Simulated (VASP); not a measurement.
# MgW (P1) in VASP: single point with LDA

Aim: the single point of MgW with LDA.

Program: VASP 6.6.1. These are calculated values, not measurements. Logs are shortened: lines on timing, memory, paths and dates and some standing lists are left out, and cuts for length are marked.

**1. The cell of the first run**

The typed cell holds 8 atoms: a = 6.858 Å, b = 5.773 Å, c = 6.837 Å, α = 87.06°, β = 92.08°, γ = 88.90°.

**2. Single point, LDA**

The input, POSCAR:

```
MgW
1.0
    4.7456920000      0.0657110000     -4.9504740000
    0.1463890000      5.7705720000      0.0628120000
    4.7578070000      0.1763740000      4.9072550000
W Mg
4 4
Direct
    0.3793930000      0.1754390000      0.6334650000
    0.8690090000      0.1666970000      0.1284400000
    0.1369170000      0.7809680000      0.8811640000
    0.6276720000      0.7935580000      0.3708000000
    0.1117140000      0.6835990000      0.3795160000
    0.6402160000      0.6939070000      0.8764820000
    0.3696070000      0.3211270000      0.1244270000
    0.8730600000      0.3055660000      0.6196360000
```

The input, INCAR.step1:

```
SYSTEM = MgW
ALGO = Normal
EDIFF = 1E-6
ENCUT = 520
ISIF = 2
ISMEAR = 0
LASPH = .True.
LCHARG = .True.
LMAXMIX = 4
LREAL = .False.
LWAVE = .False.
NBANDS = 42
NELM = 100
PREC = Accurate
SIGMA = 0.118
```

The input, KPOINTS.step1:

```
Automatic mesh
0
Gamma
  3 3 3
  0 0 0.5
```

The input, INCAR.step2:

```
SYSTEM = MgW
ALGO = Normal
EDIFF = 1E-6
ENCUT = 520
ICHARG = 11
ISIF = 2
ISMEAR = -5
LASPH = .True.
LCHARG = .False.
LMAXMIX = 4
LORBIT = 11
LREAL = .False.
LWAVE = .False.
NEDOS = 2001
NELM = 100
PREC = Accurate
SIGMA = 0.118
```

The input, KPOINTS.step2:

```
k-points
0
Gamma
  5 5 5
  0 0 0
```

Potentials or basis: VASP PAW LDA potentials, release 64 (W_sv, Mg).

Launch:

```sh
cat potpaw_LDA.64/W_sv/POTCAR potpaw_LDA.64/Mg/POTCAR > POTCAR
cp INCAR.step1 INCAR
cp KPOINTS.step1 KPOINTS
mpirun -np 1 vasp_std > vasp.out
cp INCAR.step2 INCAR
cp KPOINTS.step2 KPOINTS
mpirun -np 1 vasp_std > vasp.out
```

OUTCAR:

```text
SYSTEM = MgW
   EDIFF = 1E-6
   ENCUT = 520
   ICHARG = 11
   ISIF = 2
   ISMEAR = -5
   LASPH = .True.
   LORBIT = 11
   LREAL = .False.
   NELM = 100
   PREC = Accurate

 ion  position               nearest neighbor table
   1  0.379  0.175  0.633-   3 3.28   4 3.39   8 3.49   7 3.50   8 3.54   7 3.54
   2  0.869  0.167  0.128-   4 3.18   3 3.41   8 3.49   7 3.52   8 3.53   5 3.55   7 3.56
   3  0.137  0.781  0.881-   1 3.28   7 3.40   2 3.41   5 3.44   6 3.45   6 3.48   5 3.50
   4  0.628  0.794  0.371-   2 3.18   5 3.37   1 3.39   6 3.46   6 3.47
   5  0.112  0.684  0.380-   8 3.18   7 3.32   4 3.37   3 3.44   3 3.50   2 3.55
   6  0.640  0.694  0.876-   7 3.31   8 3.34   3 3.45   4 3.46   4 3.47   3 3.48
   7  0.370  0.321  0.124-   6 3.31   5 3.32   3 3.40   1 3.50   2 3.52   1 3.54   2 3.56
   8  0.873  0.306  0.620-   5 3.18   6 3.34   1 3.49   2 3.49   2 3.53   1 3.54

  LATTYP: Found a triclinic cell.
 ALAT       =     5.7727702443
 B/A-ratio  =     1.5675268010
 C/A-ratio  =     1.1844093544
 COS(alpha) =     0.0051711356
 COS(beta)  =     0.0512411667
 COS(gamma) =     0.6525531478

  Lattice vectors:

 A1 = (  -0.1463890000,  -5.7705720000,  -0.0628120000)
 A2 = (  -4.8920810000,  -5.8362830000,   4.8876620000)
 A3 = (  -4.7578070000,  -0.1763740000,  -4.9072550000)

Analysis of symmetry for initial positions (statically):
=====================================================================
 Subroutine PRICEL returns:
 Original cell was already a primitive cell.

 Routine SETGRP: Setting up the symmetry group for a
 triclinic supercell.

 Subroutine GETGRP returns: Found  1 space group operations
 (whereof  1 operations were pure point group operations)
 out of a pool of  2 trial point group operations.

The static configuration has the point symmetry C_1 .

Analysis of symmetry for dynamics (positions and initial velocities):
=====================================================================
 Subroutine PRICEL returns:
 Original cell was already a primitive cell.

 Routine SETGRP: Setting up the symmetry group for a
 triclinic supercell.

 Subroutine GETGRP returns: Found  1 space group operations
 (whereof  1 operations were pure point group operations)
 out of a pool of  2 trial point group operations.

The dynamic configuration has the point symmetry C_1 .

 Subroutine INISYM returns: Found  1 space group operations
 (whereof  1 operations are pure point group operations),
 and found     1 'primitive' translations

----------------------------------------------------------------------------------------

                                     Primitive cell

  volume of cell :     270.0956

  direct lattice vectors                    reciprocal lattice vectors
     4.745692000  0.065711000 -4.950474000     0.104802129 -0.001553231 -0.101554607
     0.146389000  5.770572000  0.062812000    -0.004426565  0.173426473 -0.001941448
     4.757807000  0.176374000  4.907255000     0.105781798 -0.003786739  0.101355749

  length of vectors
     6.858068483  5.772770244  6.837323078     0.145942581  0.173493819  0.146550728

  position of ions in fractional coordinates (direct lattice)
     0.379393000  0.175439000  0.633465000
     0.869009000  0.166697000  0.128440000
     0.136917000  0.780968000  0.881164000
     0.627672000  0.793558000  0.370800000
     0.111714000  0.683599000  0.379516000
     0.640216000  0.693907000  0.876482000
     0.369607000  0.321127000  0.124427000
     0.873060000  0.305566000  0.619636000

  ion indices of the primitive-cell ions
   primitive index   ion index
                 1           1
                 2           2
                 3           3
                 4           4
                 5           5
                 6           6
                 7           7
                 8           8

----------------------------------------------------------------------------------------

 KPOINTS: k-points

Automatic generation of k-mesh.
 Grid dimensions read from file:
 generate k-points for:    5    5    5

 Generating k-lattice:

  Cartesian coordinates                     Fractional coordinates (reciprocal lattice)
     0.020960426 -0.000310646 -0.020310921     0.200000000  0.000000000 -0.000000000
    -0.000885313  0.034685295 -0.000388290     0.000000000  0.200000000 -0.000000000
     0.021156360 -0.000757348  0.020271150     0.000000000 -0.000000000  0.200000000

  Length of vectors
     0.029188516  0.034698764  0.029310146

  Shift w.r.t. Gamma in fractional coordinates (k-lattice)
     0.000000000  0.000000000  0.000000000

 TETIRR: Found    372 inequivalent tetrahedra from      750

 Subroutine IBZKPT returns following result:
 ===========================================

 Found     63 irreducible k-points:

 Following reciprocal coordinates:
            Coordinates               Weight
  0.000000  0.000000  0.000000      1.000000
  0.200000  0.000000  0.000000      2.000000
  0.400000  0.000000  0.000000      2.000000
  0.000000  0.200000  0.000000      2.000000
  0.200000  0.200000  0.000000      2.000000
  0.400000  0.200000 -0.000000      2.000000
[... 16 lines left out ...]
 -0.200000  0.200000  0.200000      2.000000
 -0.000000  0.400000  0.200000      2.000000
 [... further k-points ...]
   k-points           NKPTS =     63   k-points in BZ     NKDIM =     63   number of bands    NBANDS=     38
   number of dos      NEDOS =   2001   number of ions     NIONS =      8
   total plane-waves  NPLWV = 139968
   dimension x,y,z NGX =    54 NGY =   48 NGZ =   54
   dimension x,y,z NGXF=   108 NGYF=   96 NGZF=  108
   ions per type =               4   4
   NGX,Y,Z   is equivalent  to a cutoff of  13.09, 13.82, 13.13 a.u.
   NGXF,Y,Z  is equivalent  to a cutoff of  26.18, 27.65, 26.26 a.u.
 SYSTEM =  MgW
   PREC   = accura    normal or accurate (medium, high low for compatibility)
   ISTART =      0    job   : 0-new  1-cont  2-samecut
   ICHARG =     11    charge: 1-file 2-atom 10-const
   ISPIN  =      1    spin polarized calculation?
   LNONCOLLINEAR =      F non collinear calculations
   LSORBIT =      F    spin-orbit coupling
   LASPH  =      T    aspherical Exc in radial PAW
   ENCUT  =  520.0 eV  38.22 Ry    6.18 a.u.  12.75 10.73 12.71*2*pi/ulx,y,z
   NELM   =    100;   NELMIN=  2; NELMDL=  0     # of ELM steps
   EDIFF  = 0.1E-05   stopping-criterion for ELM
   LREAL  =      F    real-space projection
   EDIFFG = 0.1E-04   stopping-criterion for IOM
   NSW    =      0    number of steps for IOM
   IBRION =     -1    ionic relax: 0-MD 1-quasi-New 2-CG
   NFREE  =      0    steps in history (QN), initial steepest desc. (CG)
   ISIF   =      2    stress and relaxation
   ISYM   =      2    0-nonsym 1-usesym 2-fastsym
   POTIM  = 0.5000    time-step for ionic-motion
   TEBEG  =    0.0;   TEEND  =   0.0 temperature during run
   PSTRESS=    0.0 pullay stress
   NELECT =      64.0000    total number of electrons
   NUPDOWN=      -1.0000    fix difference up-down
   EMIN   =  10.00;   EMAX   =-10.00  energy-range for DOS
   EFERMI =   0.00;   METHOD = LEGACY
   ISMEAR =    -5;   SIGMA  =   0.12  broadening in eV -4-tet -1-fermi 0-gaus
   EFERMI_NEDOS =   21; number of points for ismear=-14 and -15
   IALGO  =     38    algorithm
   IMIX   =      4    mixing-type and parameters
     AMIX     =   0.40;   BMIX     =  1.00
     AMIX_MAG =   1.60;   BMIX_MAG =  1.00
  volume/ion in A,a.u.               =      33.76       227.84
  Fermi-wavevector in a.u.,A,eV,Ry     =   1.013046  1.914379 13.963135  1.026261
  Thomas-Fermi vector in A             =   2.146191
   LORBIT       =     11    0 simple, 1 ext, 2 COOP (PROOUT), +10 PAW based schemes
   GGA     = CA    functional components
   LHFCALC =     F    Hartree Fock is set to
   AEXX    =    0.0000 exact exchange contribution
   IVDW    =     0    specifies the selected vdW correction
   LEPSILON=     F    determine dielectric tensor
   LRPA    =     F    only Hartree local field effects (RPA)
 non-spin polarized calculation
 Fermi weights with tetrahedron method with Bloechl corrections
  energy-cutoff  :      520.00
  volume of cell :      270.10
 maximum number of plane-waves:      7295
 NGX is ok and might be reduce to    54

 number of electron      63.9999993 magnetization

 Free energy of the ion-electron system (eV)
  ---------------------------------------------------
  ext. energy  EPLUGINS =         0.00000000
  ---------------------------------------------------
  free energy    TOTEN  =       -39.36890178 eV

  energy without entropy =      -39.36890178  energy(sigma->0) =      -39.36890178

 E-fermi :   1.5478     XC(G=0):  -8.7292

 val. band max:        1.5743172671   @ k =  -0.2000   0.2000  -0.0000
 cond. band min:       1.5261724033   @ k =   0.4000   0.4000  -0.0000
 fundamental gap:     -0.0481448637
 Fermi energy:         1.5477986316

 k-point     1 :       0.0000    0.0000    0.0000
  band No.  band energies     occupation
      1     -72.5324      2.00000
      2     -72.5209      2.00000
      3     -72.5177      2.00000
      4     -72.5092      2.00000
      5     -36.8638      2.00000
      6     -36.8611      2.00000
[... 30 lines left out ...]
     37       2.2060      0.00000
     38       2.3170      0.00000
[... 941 lines left out ...]
     37       1.9844      0.00000
     38       2.0814      0.00000

 [... further k-points ...]

------------------------ aborting loop because EDIFF is reached ----------------------------------------

  FORCE on cell =-STRESS in cart. coord.  units (eV):
  Direction    XX          YY          ZZ          XY          YZ          ZX
  --------------------------------------------------------------------------------------
  -------------------------------------------------------------------------------------
  Total      -28.3861333    -41.5575191    -41.9428639     -0.0129522      0.8683017      0.3371378
  in kB     -168.3834377   -246.5146571   -248.8004805     -0.0768308      5.1506706      1.9998645
  external PRESSURE =    -221.2328584 kB  Pullay stress =       0.0000000 kB

 VOLUME and BASIS-vectors are now :
 -----------------------------------------------------------------------------
  energy-cutoff  :      520.00
  volume of cell :      270.10
      direct lattice vectors                 reciprocal lattice vectors
     4.745692000  0.065711000 -4.950474000     0.104802129 -0.001553231 -0.101554607
     0.146389000  5.770572000  0.062812000    -0.004426565  0.173426473 -0.001941448
     4.757807000  0.176374000  4.907255000     0.105781798 -0.003786739  0.101355749

 POSITION                                       TOTAL-FORCE (eV/Angst)
 -----------------------------------------------------------------------------------
      4.84007      1.14904      1.24142        -0.027795     -2.740326      0.256893
      4.75954      1.04169     -3.66125        -0.040272     -2.954873      0.528461
      4.95650      4.67104      3.69535         0.038237      2.612485     -0.274346
      4.85910      4.68593     -1.23782         0.133882      2.895984     -0.513739
      2.43590      4.01903      1.35228        -0.074786      0.534121     -0.046309
      7.30998      4.20090      1.17533        -0.013128      0.504918      0.064263
      2.39305      1.89932     -1.19896         0.008714     -0.386035     -0.065289
      7.13611      1.92995     -1.26216        -0.024852     -0.466273      0.050066
 -----------------------------------------------------------------------------------
    total drift:                                0.000951     -0.004429      0.000994

  FREE ENERGIE OF THE ION-ELECTRON SYSTEM (eV)
  ---------------------------------------------------
  free  energy   TOTEN  =       -39.3689017788 eV

  energy  without entropy=      -39.3689017788  energy(sigma->0) =      -39.36890178

 total charge

# of ion       s       p       d       tot
------------------------------------------
    1        2.364   6.022   3.081  11.467
    2        2.366   6.025   3.083  11.474
    3        2.365   6.025   3.088  11.479
    4        2.368   6.026   3.086  11.480
    5        0.183   0.084   0.008   0.274
    6        0.182   0.083   0.008   0.272
    7        0.184   0.082   0.008   0.273
    8        0.183   0.082   0.007   0.272
--------------------------------------------------
tot         10.193  24.429  12.369  46.991
```

Run time: 12 min. Hardware: 1 thread of Intel Xeon Platinum 8375C at 2.90GHz (Ice Lake), shared host; peak memory 0.62 GiB.

What came out:

* Valence electrons inside the program's atomic spheres: W 11.47, 11.48 (each value once); Mg 0.27

Caveat: the k points lie up to 0.36 Å⁻¹ apart; spin-orbit coupling is left out, which moves the levels of the heavy elements; tetrahedron occupations give inexact forces and stress in metals.
